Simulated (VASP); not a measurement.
## W: relaxation of cell and atoms with PBE

The system is W.

```
CELL_PARAMETERS angstrom
1.58000 1.58000 1.58000
-1.58000 1.58000 1.58000
-1.58000 -1.58000 1.58000
ATOMIC_POSITIONS crystal
W 0.00000 0.00000 0.00000
```

```json
{"Program": "VASP 6.6.1", "Task": "relaxation of cell and atoms", "Functional": "PBE", "Potentials or basis": "VASP PAW PBE potentials, release 64 (W_sv)", "Cutoff": "600 eV", "k mesh": "10 × 10 × 10", "Occupations": "fermi-dirac, width 0.05 eV", "Spin": "no spin polarisation", "Target pressure": "20 GPa", "Dipole correction": "no", "Further INCAR settings": "ALGO = Normal; EDIFF = 1e-06; IBRION = 2; EDIFFG = -0.01; NSW = 50; ISIF = 3"}
```

```
Relaxed volume                                         : 15.27 Å³/atom
Relaxed cell                                           : a = 2.707 Å, b = 2.707 Å, c = 2.707 Å, α = 70.53°, β = 109.47°, γ = 70.53°
Space group after relaxing (to 0.05 Å)                 : Im-3m (No. 229)
Energy change on relaxing (the enthalpy is what falls) : +43.9 meV/atom
Ionic steps                                            : 7
Pressure after relaxing                                : 20.0 GPa
Band gap on the k mesh                                 : zero (band 7 reaches 17.42 eV, above the bottom of band 8 at 10.69 eV)
```

Step by step:
```
step  energy change (eV)  largest force (eV/Å)  pressure (GPa)  volume (Å³)
   1              0.0000                0.0000            8.02        15.78
   2              0.7170                0.0000           93.37        13.23
   3              0.0389                0.0000           18.93        15.31
   4              0.0433                0.0000           19.88        15.27
   5              0.0445                0.0000           20.12        15.26
   6              0.0419                0.0000           19.61        15.29
   7              0.0439                0.0000           20.02        15.27
```

Final structure:
```
CELL_PARAMETERS angstrom
1.56285 1.56285 1.56285
-1.56285 1.56285 1.56285
-1.56285 -1.56285 1.56285
ATOMIC_POSITIONS crystal
W 0.00000 0.00000 0.00000
```

Levels at points of the mesh, in eV from the Fermi level:
```
           k point  band 3  band 4  band 5  band 6  band 7  band 8  band 9  band 10  band 11
(0.00, 0.00, 0.00)  -37.79  -37.79   -9.98   -1.44   -1.44   -1.44    2.21     2.21    14.47
(0.50, 0.00, 0.00)  -38.26  -37.80   -6.66   -3.90    0.68    2.12    3.15     6.34    11.45
(0.50, 0.50, 0.50)  -38.81  -38.81   -6.28   -6.28    5.29    5.29    5.29     8.42     8.42
```

Wall time 70 s on 1 thread of Intel Xeon 8259CL, on a shared host, peak memory 0.15 GiB.

Caveat: the cell is relaxed towards a set pressure, so the enthalpy falls and the energy may rise; spin-orbit coupling is left out, which moves the levels of the heavy elements.
